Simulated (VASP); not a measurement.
# LaBe (Pm-3m) in VASP: notebook

The runs below take LaBe through single point, relaxation of cell and atoms, with LDA.

All numbers are computed with VASP 6.6.1; they aren't measurements. Logs are shortened: lines on timing, memory, paths and dates and some standing lists are left out, and cuts for length are marked.

### 1 The cell of the first run

Symmetry: Pm-3m, No. 221, cubic system. The conventional cell has a = 3.506 Å, b = 3.506 Å, c = 3.506 Å, α = 90.00°, β = 90.00°, γ = 90.00°. Within 4.0 Å of La (site symmetry m-3m) lie 8 Be at 3.04 Å and 6 La at 3.51 Å. Be (site symmetry m-3m) has 8 La at 3.04 Å and 6 Be at 3.51 Å within 4.0 Å.

### 2 Single point, LDA

INCAR

```
SYSTEM = LaBe
  PREC = Accurate
  ENCUT = 520
  EDIFF = 1E-6
  ISMEAR = 0
  SIGMA = 0.1
  LREAL = .FALSE.
  LASPH = .TRUE.
  NELM = 80
  ALGO = Normal
  ISIF = 2
  LWAVE = .FALSE.
  LCHARG = .FALSE.
  GGA = CA
  NBANDS = 14
```

KPOINTS

```
regular mesh
0
G
  6 6 6
  0 0 0
```

POSCAR

```
LaBe
1.0
    3.5061439127      0.0000000000      0.0000000000
    0.0000000000      3.5061439127      0.0000000000
    0.0000000000      0.0000000000      3.5061439127
La Be
1 1
Direct
    0.0000000000      0.0000000000      0.0000000000
    0.5000000000      0.5000000000      0.5000000000
```

Potentials or basis: VASP PAW LDA potentials, release 64 (La, Be).

Launch:

```console
cat potpaw_LDA.64/La/POTCAR potpaw_LDA.64/Be/POTCAR > POTCAR
mpirun -np 1 vasp_std > vasp.out
```

OUTCAR:

```text
SYSTEM = LaBe
   PREC = Accurate
   ENCUT = 520
   EDIFF = 1E-6
   ISMEAR = 0
   LREAL = .FALSE.
   LASPH = .TRUE.
   NELM = 80
   ISIF = 2
   GGA = CA

 ion  position               nearest neighbor table
   1  0.000  0.000  0.000-
   2  0.500  0.500  0.500-

  LATTYP: Found a simple cubic cell.
 ALAT       =     3.5061439127

  Lattice vectors:

 A1 = (   3.5061439127,   0.0000000000,   0.0000000000)
 A2 = (   0.0000000000,   3.5061439127,   0.0000000000)
 A3 = (   0.0000000000,   0.0000000000,   3.5061439127)

Analysis of symmetry for initial positions (statically):
=====================================================================
 Subroutine PRICEL returns:
 Original cell was already a primitive cell.

 Routine SETGRP: Setting up the symmetry group for a
 simple cubic supercell.

 Subroutine GETGRP returns: Found 48 space group operations
 (whereof 48 operations were pure point group operations)
 out of a pool of 48 trial point group operations.

The static configuration has the point symmetry O_h .

Analysis of symmetry for dynamics (positions and initial velocities):
=====================================================================
 Subroutine PRICEL returns:
 Original cell was already a primitive cell.

 Routine SETGRP: Setting up the symmetry group for a
 simple cubic supercell.

 Subroutine GETGRP returns: Found 48 space group operations
 (whereof 48 operations were pure point group operations)
 out of a pool of 48 trial point group operations.

The dynamic configuration has the point symmetry O_h .

 Subroutine INISYM returns: Found 48 space group operations
 (whereof 48 operations are pure point group operations),
 and found     1 'primitive' translations

----------------------------------------------------------------------------------------

                                     Primitive cell

  volume of cell :      43.1012

  direct lattice vectors                    reciprocal lattice vectors
     3.506143913  0.000000000  0.000000000     0.285213621  0.000000000  0.000000000
     0.000000000  3.506143913  0.000000000     0.000000000  0.285213621  0.000000000
     0.000000000  0.000000000  3.506143913     0.000000000  0.000000000  0.285213621

  length of vectors
     3.506143913  3.506143913  3.506143913     0.285213621  0.285213621  0.285213621

  position of ions in fractional coordinates (direct lattice)
     0.000000000  0.000000000  0.000000000
     0.500000000  0.500000000  0.500000000

  ion indices of the primitive-cell ions
   primitive index   ion index
                 1           1
                 2           2

----------------------------------------------------------------------------------------

 KPOINTS: regular mesh

Automatic generation of k-mesh.
 Grid dimensions read from file:
 generate k-points for:    6    6    6

 Generating k-lattice:

  Cartesian coordinates                     Fractional coordinates (reciprocal lattice)
     0.047535603  0.000000000  0.000000000     0.166666667  0.000000000  0.000000000
     0.000000000  0.047535603  0.000000000     0.000000000  0.166666667  0.000000000
     0.000000000  0.000000000  0.047535603     0.000000000  0.000000000  0.166666667

  Length of vectors
     0.047535603  0.047535603  0.047535603

  Shift w.r.t. Gamma in fractional coordinates (k-lattice)
     0.000000000  0.000000000  0.000000000

 Subroutine IBZKPT returns following result:
 ===========================================

 Found     20 irreducible k-points:

 Following reciprocal coordinates:
            Coordinates               Weight
  0.000000  0.000000  0.000000      1.000000
  0.166667  0.000000  0.000000      6.000000
  0.333333  0.000000  0.000000      6.000000
  0.500000  0.000000  0.000000      3.000000
  0.166667  0.166667  0.000000     12.000000
  0.333333  0.166667  0.000000     24.000000
[... 12 lines left out ...]
  0.500000  0.500000  0.333333      6.000000
  0.500000  0.500000  0.500000      1.000000
   k-points           NKPTS =     20   k-points in BZ     NKDIM =     20   number of bands    NBANDS=     14
   number of dos      NEDOS =    301   number of ions     NIONS =      2
   total plane-waves  NPLWV =  21952
   dimension x,y,z NGX =    28 NGY =   28 NGZ =   28
   dimension x,y,z NGXF=    56 NGYF=   56 NGZF=   56
   ions per type =               1   1
   NGX,Y,Z   is equivalent  to a cutoff of  13.28, 13.28, 13.28 a.u.
   NGXF,Y,Z  is equivalent  to a cutoff of  26.55, 26.55, 26.55 a.u.
 SYSTEM =  LaBe
   PREC   = accura    normal or accurate (medium, high low for compatibility)
   ISTART =      0    job   : 0-new  1-cont  2-samecut
   ICHARG =      2    charge: 1-file 2-atom 10-const
   ISPIN  =      1    spin polarized calculation?
   LNONCOLLINEAR =      F non collinear calculations
   LSORBIT =      F    spin-orbit coupling
   LASPH  =      T    aspherical Exc in radial PAW
   ENCUT  =  520.0 eV  38.22 Ry    6.18 a.u.   6.52  6.52  6.52*2*pi/ulx,y,z
   NELM   =     80;   NELMIN=  2; NELMDL= -5     # of ELM steps
   EDIFF  = 0.1E-05   stopping-criterion for ELM
   LREAL  =      F    real-space projection
   EDIFFG = 0.1E-04   stopping-criterion for IOM
   NSW    =      0    number of steps for IOM
   IBRION =     -1    ionic relax: 0-MD 1-quasi-New 2-CG
   NFREE  =      0    steps in history (QN), initial steepest desc. (CG)
   ISIF   =      2    stress and relaxation
   ISYM   =      2    0-nonsym 1-usesym 2-fastsym
   POTIM  = 0.5000    time-step for ionic-motion
   TEBEG  =    0.0;   TEEND  =   0.0 temperature during run
   PSTRESS=    0.0 pullay stress
   NELECT =      13.0000    total number of electrons
   NUPDOWN=      -1.0000    fix difference up-down
   EMIN   =  10.00;   EMAX   =-10.00  energy-range for DOS
   EFERMI =   0.00;   METHOD = LEGACY
   ISMEAR =     0;   SIGMA  =   0.10  broadening in eV -4-tet -1-fermi 0-gaus
   EFERMI_NEDOS =   21; number of points for ismear=-14 and -15
   IALGO  =     38    algorithm
   IMIX   =      4    mixing-type and parameters
     AMIX     =   0.40;   BMIX     =  1.00
     AMIX_MAG =   1.60;   BMIX_MAG =  1.00
  volume/ion in A,a.u.               =      21.55       145.43
  Fermi-wavevector in a.u.,A,eV,Ry     =   1.097892  2.074715 16.400006  1.205366
  Thomas-Fermi vector in A             =   2.234260
   LORBIT       =      0    0 simple, 1 ext, 2 COOP (PROOUT), +10 PAW based schemes
   GGA     = CA    functional components
   LHFCALC =     F    Hartree Fock is set to
   AEXX    =    0.0000 exact exchange contribution
   IVDW    =     0    specifies the selected vdW correction
   LEPSILON=     F    determine dielectric tensor
   LRPA    =     F    only Hartree local field effects (RPA)
 non-spin polarized calculation
 Gauss-broadening in eV      SIGMA  =   0.10
  energy-cutoff  :      520.00
  volume of cell :       43.10
 maximum number of plane-waves:      1189
 NGX is ok and might be reduce to    28
   NGX = 13   NGY = 13   NGZ = 13

 number of electron      12.9999999 magnetization

 Free energy of the ion-electron system (eV)
  ---------------------------------------------------
  ext. energy  EPLUGINS =         0.00000000
  ---------------------------------------------------
  free energy    TOTEN  =        -9.24124147 eV

  energy without entropy =       -9.23284794  energy(sigma->0) =       -9.23704471

 E-fermi :   7.4518     XC(G=0): -10.1921

 val. band max:        7.3948586553   @ k =   0.3333   0.1667   0.1667
 cond. band min:       7.5187329620   @ k =   0.3333   0.0000   0.0000
 fundamental gap:      0.1238743067
 Fermi energy:         7.4517591698

 k-point     1 :       0.0000    0.0000    0.0000
  band No.  band energies     occupation
      1     -24.6796      2.00000
      2      -7.8280      2.00000
      3      -7.8280      2.00000
      4      -7.8280      2.00000
      5       2.5127      2.00000
      6       6.8919      2.00000
      7       6.8919      2.00000
      8       9.5771      0.00000
      9       9.5771      0.00000
     10       9.5771      0.00000
     11       9.8914      0.00000
     12       9.8914      0.00000
     13       9.8914      0.00000
     14      10.2516      0.00000

 k-point     2 :       0.1667    0.0000    0.0000
  band No.  band energies     occupation
      1     -24.6435      2.00000
      2      -8.2271      2.00000
      3      -7.7894      2.00000
      4      -7.7894      2.00000
      5       3.0131      2.00000
      6       7.0722      2.00000
      7       7.2849      1.98168
      8       9.3248      0.00000
      9       9.4727      0.00000
     10       9.4727      0.00000
     11       9.8069      0.00000
     12       9.9065      0.00000
     13       9.9065      0.00000
     14      10.2168      0.00000

 k-point     3 :       0.3333    0.0000    0.0000
  band No.  band energies     occupation
      1     -24.5699      2.00000
      2      -8.9328      2.00000
      3      -7.7107      2.00000
      4      -7.7107      2.00000
      5       4.0996      2.00000
      6       6.9661      2.00000
      7       7.5187      0.34356
      8       9.0377      0.00000
      9       9.0377      0.00000
     10       9.5382      0.00000
     11       9.5592      0.00000
     12       9.9421      0.00000
     13       9.9421      0.00000
     14      10.1524      0.00000
[... 256 lines left out ...]
 k-point    19 :       0.5000    0.5000    0.3333
  band No.  band energies     occupation
      1     -24.2887      2.00000
      2      -8.8274      2.00000
      3      -8.8274      2.00000
      4      -8.4838      2.00000
      5       4.6028      2.00000
      6       5.5943      2.00000
      7       5.5943      2.00000
      8       8.0541      0.00000
      9       9.8830      0.00000
     10       9.9321      0.00000
     11       9.9321      0.00000
     12      10.2782      0.00000
     13      10.2782      0.00000
     14      10.3049      0.00000

 k-point    20 :       0.5000    0.5000    0.5000
  band No.  band energies     occupation
      1     -24.2540      2.00000
      2      -8.7663      2.00000
      3      -8.7663      2.00000
      4      -8.7663      2.00000
      5       5.0617      2.00000
      6       5.0617      2.00000
      7       5.0617      2.00000
      8       7.3275      1.92112
      9       9.9491      0.00000
     10       9.9491      0.00000
     11       9.9491      0.00000
     12      10.2881      0.00000
     13      10.2881      0.00000
     14      10.2881      0.00000

------------------------ aborting loop because EDIFF is reached ----------------------------------------

  FORCE on cell =-STRESS in cart. coord.  units (eV):
  Direction    XX          YY          ZZ          XY          YZ          ZX
  --------------------------------------------------------------------------------------
  -------------------------------------------------------------------------------------
  Total        0.0067331      0.0067331      0.0067331     -0.0000000     -0.0000000      0.0000000
  in kB        0.2502853      0.2502853      0.2502853     -0.0000000     -0.0000000      0.0000000
  external PRESSURE =       0.2502853 kB  Pullay stress =       0.0000000 kB

 VOLUME and BASIS-vectors are now :
 -----------------------------------------------------------------------------
  energy-cutoff  :      520.00
  volume of cell :       43.10
      direct lattice vectors                 reciprocal lattice vectors
     3.506143913  0.000000000  0.000000000     0.285213621  0.000000000  0.000000000
     0.000000000  3.506143913  0.000000000     0.000000000  0.285213621  0.000000000
     0.000000000  0.000000000  3.506143913     0.000000000  0.000000000  0.285213621

 POSITION                                       TOTAL-FORCE (eV/Angst)
 -----------------------------------------------------------------------------------
      0.00000      0.00000      0.00000         0.000000      0.000000      0.000000
      1.75307      1.75307      1.75307         0.000000      0.000000      0.000000
 -----------------------------------------------------------------------------------
    total drift:                               -0.000000     -0.000000     -0.000000

  FREE ENERGIE OF THE ION-ELECTRON SYSTEM (eV)
  ---------------------------------------------------
  free  energy   TOTEN  =        -9.2412414726 eV

  energy  without entropy=       -9.2328479431  energy(sigma->0) =       -9.23704471
```

Wall time 9.2 s (1 thread of AMD EPYC 7R13 (Zen 3), shared host); peak memory 0.12 GiB.

Results:

```yaml
Free_energy: -9.2412 eV
Pressure: 0.0 GPa
```

Caveat: spin-orbit coupling is left out, which moves the levels of the heavy elements.

### 3 Single point, LDA

INCAR

```
PREC     = Accurate       # precision mode
ENCUT    = 520            # plane-wave cutoff, eV
EDIFF    = 1E-7           # SCF threshold, eV
ISMEAR   = 0              # smearing method
SIGMA    = 0.1            # smearing width, eV
LREAL    = False          # projectors in reciprocal space
LASPH    = True           # aspherical terms in the spheres
NELM     = 80             # most SCF steps
ALGO     = Normal         # electronic algorithm
ISIF     = 2              # what is computed and relaxed
LWAVE    = False          # write WAVECAR
LCHARG   = False          # write CHGCAR
GGA      = CA             # functional
NBANDS   = 14             # bands
```

KPOINTS

```
regular mesh
0
Gamma
  6 6 6
```

POSCAR is that of step 2.

Potentials or basis: VASP PAW LDA potentials, release 64 (La, Be).

Launch:

```console
cat potpaw_LDA.64/La/POTCAR potpaw_LDA.64/Be/POTCAR > POTCAR
mpirun -np 1 vasp_std > vasp.out
```

Wall time 9.4 s (1 thread of AMD EPYC 7R13 (Zen 3), shared host); peak memory 0.12 GiB.

The run converged. Its results:

```
Free energy : -9.2412 eV
Pressure    : 0.0 GPa
```

Levels at points of the mesh, in eV from the Fermi level:
```
           k point  band 5  band 6  band 7  band 8  band 9  band 10
(0.00, 0.00, 0.00)   -4.94   -0.56   -0.56    2.13    2.13     2.13
(0.50, 0.00, 0.00)   -2.36   -1.49    0.37    1.28    1.28     1.90
(0.50, 0.50, 0.00)   -3.63    0.65    0.76    0.76    2.02     2.47
(0.50, 0.50, 0.50)   -2.39   -2.39   -2.39   -0.12    2.50     2.50
```

Caveat: spin-orbit coupling is left out, which moves the levels of the heavy elements.

(Part 1 of 3 ends here.)
